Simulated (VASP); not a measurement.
Set up this calculation in VASP 6.6.1, as the native input.

- Task: single point
- Functional: PBE
- Potentials or basis: VASP PAW PBE potentials, release 64 (H, Rh_pv)
- Cutoff: 520 eV
- k mesh: 12 × 12 × 12
- Occupations: gaussian, width 0.1 eV
- Spin: no spin polarisation
- Dipole correction: no
- Further INCAR settings: ALGO = Normal; EDIFF = 1e-06; NBANDS = 20

The structure of H6Rh lies in POSCAR:

```
H6Rh
1.0
    0.0000000000      2.8770612605      2.8770612605
    2.8770612605      0.0000000000      2.8770612605
    2.8770612605      2.8770612605      0.0000000000
H Rh
6 1
Direct
    0.8444421813      0.4666734560      0.8444421813
    0.8444421813      0.8444421813      0.8444421813
    0.4666734560      0.8444421813      0.8444421813
    0.8444421813      0.8444421813      0.4666734560
    0.2500000000      0.2500000000      0.2500000000
    0.5000000000      0.5000000000      0.5000000000
    0.0000000000      0.0000000000      0.0000000000
```

The input as run:

INCAR

```
PREC = Accurate ; ENCUT = 520
EDIFF = 1E-6 ; ISMEAR = 0
SIGMA = 0.1 ; LREAL = F
LASPH = T ; NELM = 100
ALGO = Normal ; ISIF = 2
LWAVE = F ; LCHARG = F
GGA = PE ; NBANDS = 20
```

KPOINTS

```
Automatic mesh
0
Gamma
  12 12 12
```

Potentials or basis: VASP PAW PBE potentials, release 64 (H, Rh_pv).

Launch:

```bash
$ cat potpaw_PBE.64/H/POTCAR potpaw_PBE.64/Rh_pv/POTCAR > POTCAR
$ mpirun -np 1 vasp_std > vasp.out
```

Results of the run:

```
Pressure      : -0.2 GPa
Largest force : 0.024 eV/Å
```

Wall time 33 s on 1 thread of Intel(R) Xeon(R) 6975P-C (Granite Rapids), with other jobs on the host, peak memory 0.2 GiB.
